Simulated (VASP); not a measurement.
# Ti5O in VASP: single point with PBE

Aim: the single point of Ti5O with PBE.

Program: VASP 6.6.1. These are calculated values, not measurements. Logs are shortened: lines on timing, memory, paths and dates and some standing lists are left out, and cuts for length are marked.

## (1) The cell of the first run

The cell holds a slab with vacuum, 6 atoms: a = 2.938 Å, b = 2.938 Å, c = 24.712 Å, α = 90.00°, β = 90.00°, γ = 120.00°.

## (2) Single point, PBE

Input file INCAR:

```
  PREC = Accurate
  ENCUT = 1000
  EDIFF = 1E-6
  ISMEAR = 0
  SIGMA = 0.1
  LREAL = F
  LASPH = T
  NELM = 120
  ALGO = Normal
  ISIF = 2
  LWAVE = F
  LCHARG = F
  LDIPOL = T
  IDIPOL = 3
  DIPOL = 0.5 0.5 0.392
  GGA = PE
  NBANDS = 42
  GGA_COMPAT = F
  NELMDL = -8
```

Input file KPOINTS:

```
Automatic mesh
0
Gamma
  9 9 1
```

Input file POSCAR:

```
Ti5O
1.0
    2.9381632086      0.0000000000      0.0000000000
   -1.4690816043      2.5445239791      0.0000000000
    0.0000000000      0.0000000000     24.7117068140
Ti O
5 1
Direct
    0.6666666667      0.3333333333      0.1618666015
    0.3333333333      0.6666666667      0.2559609806
    0.6666666667      0.3333333333      0.3506708119
    0.3333333333      0.6666666667      0.4475655916
    0.6666666667      0.3333333333      0.5346335206
    0.6666666667      0.3333333333      0.5995883032
```

Potentials or basis: VASP PAW PBE potentials, release 64 (Ti_sv, O_h).

The run is started by

```sh
$ cat potpaw_PBE.64/Ti_sv/POTCAR potpaw_PBE.64/O_h/POTCAR > POTCAR
$ mpirun -np 1 vasp_std > vasp.out
```

OUTCAR:

```text
PREC = Accurate
   ENCUT = 1000
   EDIFF = 1E-6
   ISMEAR = 0
   LREAL = F
   LASPH = T
   NELM = 120
   ISIF = 2
   GGA = PE
   NELMDL = -8

 ion  position               nearest neighbor table
   1  0.667  0.333  0.162-   2 2.88   2 2.88   2 2.88
   2  0.333  0.667  0.256-   1 2.88   1 2.88   1 2.88   3 2.89   3 2.89   3 2.89
   3  0.667  0.333  0.351-   2 2.89   2 2.89   2 2.89
   4  0.333  0.667  0.448-   5 2.74   5 2.74   5 2.74
   5  0.667  0.333  0.535-   6 1.61   4 2.74   4 2.74   4 2.74
   6  0.667  0.333  0.600-   5 1.61

  LATTYP: Found a hexagonal cell.
 ALAT       =     2.9381632086
 C/A-ratio  =     8.4105970498

  Lattice vectors:

 A1 = (   2.9381632086,   0.0000000000,   0.0000000000)
 A2 = (  -1.4690816043,   2.5445239791,   0.0000000000)
 A3 = (   0.0000000000,   0.0000000000,  24.7117068140)

Analysis of symmetry for initial positions (statically):
=====================================================================
 Subroutine PRICEL returns:
 Original cell was already a primitive cell.

 Routine SETGRP: Setting up the symmetry group for a
 hexagonal supercell.

 Subroutine GETGRP returns: Found  6 space group operations
 (whereof  6 operations were pure point group operations)
 out of a pool of 24 trial point group operations.

The static configuration has the point symmetry C_3v.

Analysis of symmetry for dynamics (positions and initial velocities):
=====================================================================
 Subroutine PRICEL returns:
 Original cell was already a primitive cell.

 Routine SETGRP: Setting up the symmetry group for a
 hexagonal supercell.

 Subroutine GETGRP returns: Found  6 space group operations
 (whereof  6 operations were pure point group operations)
 out of a pool of 24 trial point group operations.

The dynamic configuration has the point symmetry C_3v.

 Subroutine INISYM returns: Found  6 space group operations
 (whereof  6 operations are pure point group operations),
 and found     1 'primitive' translations

----------------------------------------------------------------------------------------

                                     Primitive cell

  volume of cell :     184.7503

  direct lattice vectors                    reciprocal lattice vectors
     2.938163209  0.000000000  0.000000000     0.340348690  0.196500408  0.000000000
    -1.469081604  2.544523979  0.000000000     0.000000000  0.393000816  0.000000000
     0.000000000  0.000000000 24.711706814     0.000000000  0.000000000  0.040466650

  length of vectors
     2.938163209  2.938163209 24.711706814     0.393000816  0.393000816  0.040466650

  position of ions in fractional coordinates (direct lattice)
     0.666666667  0.333333333  0.161866602
     0.333333333  0.666666667  0.255960981
     0.666666667  0.333333333  0.350670812
     0.333333333  0.666666667  0.447565592
     0.666666667  0.333333333  0.534633521
     0.666666667  0.333333333  0.599588303

  ion indices of the primitive-cell ions
   primitive index   ion index
                 1           1
                 2           2
                 3           3
                 4           4
                 5           5
                 6           6

----------------------------------------------------------------------------------------

 KPOINTS: Automatic mesh

Automatic generation of k-mesh.
 Grid dimensions read from file:
 generate k-points for:    9    9    1

 Generating k-lattice:

  Cartesian coordinates                     Fractional coordinates (reciprocal lattice)
     0.037816521  0.021833379  0.000000000     0.111111111  0.000000000  0.000000000
     0.000000000  0.043666757  0.000000000     0.000000000  0.111111111  0.000000000
     0.000000000  0.000000000  0.040466650     0.000000000  0.000000000  1.000000000

  Length of vectors
     0.043666757  0.043666757  0.040466650

  Shift w.r.t. Gamma in fractional coordinates (k-lattice)
     0.000000000  0.000000000  0.000000000

 Subroutine IBZKPT returns following result:
 ===========================================

 Found     12 irreducible k-points:

 Following reciprocal coordinates:
            Coordinates               Weight
  0.000000  0.000000  0.000000      1.000000
  0.111111 -0.000000  0.000000      6.000000
  0.222222 -0.000000  0.000000      6.000000
  0.333333 -0.000000  0.000000      6.000000
  0.444444 -0.000000  0.000000      6.000000
  0.111111  0.111111  0.000000      6.000000
  0.222222  0.111111  0.000000     12.000000
  0.333333  0.111111  0.000000     12.000000
  0.444444  0.111111  0.000000      6.000000
  0.222222  0.222222  0.000000      6.000000
  0.333333  0.222222  0.000000     12.000000
  0.333333  0.333333  0.000000      2.000000
   k-points           NKPTS =     12   k-points in BZ     NKDIM =     12   number of bands    NBANDS=     42
   number of dos      NEDOS =    301   number of ions     NIONS =      6
   total plane-waves  NPLWV = 230400
   dimension x,y,z NGX =    30 NGY =   30 NGZ =  256
   dimension x,y,z NGXF=    60 NGYF=   60 NGZF=  512
   ions per type =               5   1
   NGX,Y,Z   is equivalent  to a cutoff of  16.97, 16.97, 17.22 a.u.
   NGXF,Y,Z  is equivalent  to a cutoff of  33.95, 33.95, 34.44 a.u.
 SYSTEM =  unknown system
   PREC   = accura    normal or accurate (medium, high low for compatibility)
   ISTART =      0    job   : 0-new  1-cont  2-samecut
   ICHARG =      2    charge: 1-file 2-atom 10-const
   ISPIN  =      1    spin polarized calculation?
   LNONCOLLINEAR =      F non collinear calculations
   LSORBIT =      F    spin-orbit coupling
   LASPH  =      T    aspherical Exc in radial PAW
   ENCUT  = 1000.0 eV  73.50 Ry    8.57 a.u.   7.58  7.58 63.72*2*pi/ulx,y,z
   NELM   =    120;   NELMIN=  2; NELMDL= -8     # of ELM steps
   EDIFF  = 0.1E-05   stopping-criterion for ELM
   LREAL  =      F    real-space projection
   EDIFFG = 0.1E-04   stopping-criterion for IOM
   NSW    =      0    number of steps for IOM
   IBRION =     -1    ionic relax: 0-MD 1-quasi-New 2-CG
   NFREE  =      0    steps in history (QN), initial steepest desc. (CG)
   ISIF   =      2    stress and relaxation
   ISYM   =      2    0-nonsym 1-usesym 2-fastsym
   POTIM  = 0.5000    time-step for ionic-motion
   TEBEG  =    0.0;   TEEND  =   0.0 temperature during run
   PSTRESS=    0.0 pullay stress
   NELECT =      66.0000    total number of electrons
   NUPDOWN=      -1.0000    fix difference up-down
   EMIN   =  10.00;   EMAX   =-10.00  energy-range for DOS
   EFERMI =   0.00;   METHOD = LEGACY
   ISMEAR =     0;   SIGMA  =   0.10  broadening in eV -4-tet -1-fermi 0-gaus
   EFERMI_NEDOS =   21; number of points for ismear=-14 and -15
   IALGO  =     38    algorithm
   IMIX   =      4    mixing-type and parameters
     AMIX     =   0.40;   BMIX     =  1.00
     AMIX_MAG =   1.60;   BMIX_MAG =  1.00
  volume/ion in A,a.u.               =      30.79       207.79
  Fermi-wavevector in a.u.,A,eV,Ry     =   1.161612  2.195128 18.358917  1.349342
  Thomas-Fermi vector in A             =   2.298182
   LORBIT       =      0    0 simple, 1 ext, 2 COOP (PROOUT), +10 PAW based schemes
   GGA     = PE    functional components
   LHFCALC =     F    Hartree Fock is set to
   AEXX    =    0.0000 exact exchange contribution
   IVDW    =     0    specifies the selected vdW correction
   LEPSILON=     F    determine dielectric tensor
   LRPA    =     F    only Hartree local field effects (RPA)
 non-spin polarized calculation
 Gauss-broadening in eV      SIGMA  =   0.10
  energy-cutoff  :     1000.00
  volume of cell :      184.75
 maximum number of plane-waves:     13339
   NGX = 15   NGY = 15   NGZ =127

 dipolmoment           0.000000      0.000000     -0.011176 electrons x Angstroem

 number of electron      65.9999998 magnetization

 dipolmoment           0.000000      0.000000      0.184712 electrons x Angstroem

 Free energy of the ion-electron system (eV)
  ---------------------------------------------------
  ext. energy  EPLUGINS =         0.00000000
  ---------------------------------------------------
  free energy    TOTEN  =       -44.70011857 eV

  energy without entropy =      -44.65653761  energy(sigma->0) =      -44.67832809

 E-fermi :   0.6042     XC(G=0):  -6.5509

 val. band max:        0.5943718860   @ k =   0.1111   0.1111   0.0000
 cond. band min:       0.6046775514   @ k =   0.3333   0.2222   0.0000
 fundamental gap:      0.0103056655
 Fermi energy:         0.6041536826

 k-point     1 :       0.0000    0.0000    0.0000
  band No.  band energies     occupation
      1     -56.3562      2.00000
      2     -56.1540      2.00000
      3     -56.0906      2.00000
      4     -55.9466      2.00000
      5     -55.1344      2.00000
      6     -32.7785      2.00000
[... 34 lines left out ...]
     41       1.7485      0.00000
     42       2.1875      0.00000

 k-point     2 :       0.1111   -0.0000    0.0000
  band No.  band energies     occupation
      1     -56.3474      2.00000
      2     -56.1442      2.00000
      3     -56.0840      2.00000
      4     -55.9383      2.00000
      5     -55.1263      2.00000
      6     -32.7624      2.00000
[... 34 lines left out ...]
     41       1.9343      0.00000
     42       2.0606      0.00000

 k-point     3 :       0.2222   -0.0000    0.0000
  band No.  band energies     occupation
      1     -56.3253      2.00000
      2     -56.1187      2.00000
      3     -56.0678      2.00000
      4     -55.9171      2.00000
      5     -55.1058      2.00000
      6     -32.7241      2.00000
[... 34 lines left out ...]
     41       2.2460      0.00000
     42       2.3704      0.00000

 k-point     4 :       0.3333   -0.0000    0.0000
  band No.  band energies     occupation
      1     -56.3000      2.00000
      2     -56.0882      2.00000
      3     -56.0508      2.00000
      4     -55.8928      2.00000
      5     -55.0824      2.00000
      6     -32.7022      2.00000
[... 34 lines left out ...]
     41       2.6433      0.00000
     42       2.7313      0.00000

 k-point     5 :       0.4444   -0.0000    0.0000
  band No.  band energies     occupation
      1     -56.2834      2.00000
      2     -56.0662      2.00000
      3     -56.0415      2.00000
      4     -55.8769      2.00000
      5     -55.0671      2.00000
      6     -32.7733      2.00000
[... 34 lines left out ...]
     41       2.7502      0.00000
     42       3.4005      0.00000

 k-point     6 :       0.1111    0.1111    0.0000
  band No.  band energies     occupation
      1     -56.3320      2.00000
      2     -56.1265      2.00000
      3     -56.0726      2.00000
      4     -55.9235      2.00000
      5     -55.1120      2.00000
      6     -32.7349      2.00000
[... 34 lines left out ...]
     41       2.0901      0.00000
     42       2.1676      0.00000

 k-point     7 :       0.2222    0.1111    0.0000
  band No.  band energies     occupation
      1     -56.3083      2.00000
      2     -56.0984      2.00000
      3     -56.0561      2.00000
      4     -55.9007      2.00000
      5     -55.0901      2.00000
      6     -32.7006      2.00000
[... 34 lines left out ...]
     41       2.2968      0.00000
     42       2.4668      0.00000

 k-point     8 :       0.3333    0.1111    0.0000
  band No.  band energies     occupation
      1     -56.2873      2.00000
      2     -56.0717      2.00000
      3     -56.0434      2.00000
      4     -55.8806      2.00000
      5     -55.0707      2.00000
      6     -32.7267      2.00000
[... 34 lines left out ...]
     41       2.6526      0.00000
     42       2.9294      0.00000

 k-point     9 :       0.4444    0.1111    0.0000
  band No.  band energies     occupation
      1     -56.2790      2.00000
      2     -56.0598      2.00000
      3     -56.0397      2.00000
      4     -55.8726      2.00000
      5     -55.0630      2.00000
      6     -32.7682      2.00000
[... 34 lines left out ...]
     41       2.7872      0.00000
     42       3.3239      0.00000

 k-point    10 :       0.2222    0.2222    0.0000
  band No.  band energies     occupation
      1     -56.2889      2.00000
      2     -56.0738      2.00000
      3     -56.0442      2.00000
      4     -55.8821      2.00000
      5     -55.0721      2.00000
      6     -32.6943      2.00000
[... 34 lines left out ...]
     41       2.4972      0.00000
     42       2.6271      0.00000

 k-point    11 :       0.3333    0.2222    0.0000
  band No.  band energies     occupation
      1     -56.2762      2.00000
      2     -56.0553      2.00000
      3     -56.0387      2.00000
      4     -55.8699      2.00000
      5     -55.0603      2.00000
      6     -32.7152      2.00000
[... 34 lines left out ...]
     41       2.6823      0.00000
     42       3.0382      0.00000

 k-point    12 :       0.3333    0.3333    0.0000
  band No.  band energies     occupation
      1     -56.2718      2.00000
      2     -56.0471      2.00000
      3     -56.0387      2.00000
      4     -55.8656      2.00000
      5     -55.0562      2.00000
      6     -32.6571      2.00000
[... 34 lines left out ...]
     41       2.7514      0.00000
     42       3.0764      0.00000

------------------------ aborting loop because EDIFF is reached ----------------------------------------

 vacuum level on the upper side and lower side of the slab       (xc-potential included)         2.097        -2.357

  FORCE on cell =-STRESS in cart. coord.  units (eV):
  Direction    XX          YY          ZZ          XY          YZ          ZX
  --------------------------------------------------------------------------------------
  -------------------------------------------------------------------------------------
  Total        2.4123178      2.4123178      1.1402011      0.0000000      0.0000000      0.0000000
  in kB       20.9199139     20.9199139      9.8879626      0.0000000      0.0000000      0.0000000
  external PRESSURE =      17.2425968 kB  Pullay stress =       0.0000000 kB

 VOLUME and BASIS-vectors are now :
 -----------------------------------------------------------------------------
  energy-cutoff  :     1000.00
  volume of cell :      184.75
      direct lattice vectors                 reciprocal lattice vectors
     2.938163209  0.000000000  0.000000000     0.340348690  0.196500408  0.000000000
    -1.469081604  2.544523979  0.000000000     0.000000000  0.393000816  0.000000000
     0.000000000  0.000000000 24.711706814     0.000000000  0.000000000  0.040466650

 POSITION                                       TOTAL-FORCE (eV/Angst)
 -----------------------------------------------------------------------------------
      1.46908      0.84817      4.00000         0.000000     -0.000000      0.522988
     -0.00000      1.69635      6.32523         0.000000     -0.000000     -0.475690
      1.46908      0.84817      8.66567         0.000000      0.000000      0.176327
     -0.00000      1.69635     11.06011         0.000000     -0.000000     -1.468413
      1.46908      0.84817     13.21171        -0.000000      0.000000      1.046306
      1.46908      0.84817     14.81685        -0.000000      0.000000      0.198482
 -----------------------------------------------------------------------------------
    total drift:                               -0.000001      0.000000      0.000360

  FREE ENERGIE OF THE ION-ELECTRON SYSTEM (eV)
  ---------------------------------------------------
  free  energy   TOTEN  =       -44.7001185692 eV

  energy  without entropy=      -44.6565376085  energy(sigma->0) =      -44.67832809

 vacuum level on the upper side and lower side of the slab         9.373         4.844
```

Run time: 12 min. Hardware: 1 thread of AMD EPYC 7R43 (Zen 3), shared host; peak memory 0.56 GiB.

Results:

```yaml
Free_energy: -44.7001 eV
Largest_force: 1.468 eV/Å
Band_gap_on_the_k_mesh: zero (bands 33 and 34 overlap by 0.91 eV)
```

Forces in eV/Å, atoms in the order of the input:
```
Ti   0.000  0.000  0.523
Ti   0.000  0.000 -0.476
Ti   0.000  0.000  0.176
Ti   0.000  0.000 -1.468
Ti   0.000  0.000  1.046
O    0.000  0.000  0.198
```

Levels at points of the mesh, in eV from the Fermi level:
```tsv
k point	band 30	band 31	band 32	band 33	band 34	band 35	band 36	band 37
(0.00, 0.00, 0.00)	-0.12	0.29	0.47	0.73	0.74	0.74	0.80	0.80
```
